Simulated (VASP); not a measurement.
Write the native input for VASP 6.6.1 that does the following.

- Task: relaxation of cell and atoms
- Functional: PBE
- Potentials or basis: VASP PAW PBE potentials, release 64 (Cu, Ni)
- Cutoff: 600 eV
- k mesh: 18 × 18 × 2
- Occupations: gaussian, width 0.1 eV
- Spin: no spin polarisation
- Dipole correction: no
- Further INCAR settings: ALGO = Fast; EDIFF = 1e-06; IBRION = 2; EDIFFG = -0.01; NSW = 100; ISIF = 3

The structure of Cu3Ni2 lies in POSCAR:

```
Cu3Ni2
1.0
    2.5205933000      0.0000000000      0.0000000000
   -1.2602966000      2.1828978000      0.0000000000
    0.0000000000      0.0000000000     20.8495855000
Cu Ni
6 4
Direct
    0.3333333000      0.6666667000      0.8467910000
    0.3333333000      0.6666667000      0.0511480000
    0.3333333000      0.6666667000      0.4489950000
    0.6666667000      0.3333333000      0.9488520000
    0.6666667000      0.3333333000      0.1532090000
    0.6666667000      0.3333333000      0.5510050000
    0.3333333000      0.6666667000      0.6505200000
    0.3333333000      0.6666667000      0.2526390000
    0.6666667000      0.3333333000      0.7473610000
    0.6666667000      0.3333333000      0.3494800000
```

These files were run (other wordings do the same):

INCAR

```
ALGO = Fast
EDIFF = 1E-6
EDIFFG = -0.01
ENCUT = 600
GGA = PE
IBRION = 2
ISIF = 3
ISMEAR = 0
LASPH = True
LCHARG = False
LREAL = False
LWAVE = False
NELM = 60
NSW = 100
PREC = Accurate
SIGMA = 0.1
```

KPOINTS

```
k-points
0
Gamma
  18 18 2
```

Potentials or basis: VASP PAW PBE potentials, release 64 (Cu, Ni).

Run with:

```sh
$ cat potpaw_PBE.64/Cu/POTCAR potpaw_PBE.64/Ni/POTCAR > POTCAR
$ mpirun -np 1 vasp_std > vasp.out
```

It gave:

The relaxed volume is 11.50 Å³/atom. The relaxed cell is a = 2.523 Å, b = 2.523 Å, c = 20.857 Å, α = 90.00°, β = 90.00°, γ = 120.00°, the space group after relaxing (to 0.1 Å) is P-3m1 (No. 164) and the energy gained by relaxing is 0.0 meV/atom. The ionic steps are 5 and the pressure after relaxing is 0.1 GPa. The largest force after relaxing is 0.004 eV/Å and the band gap on the k mesh is zero (bands 53 and 54 overlap by 4.46 eV).

Wall time 77 min on 1 thread of Oxide Virtual Turin-like Processor (shared host), peak memory 0.56 GiB.
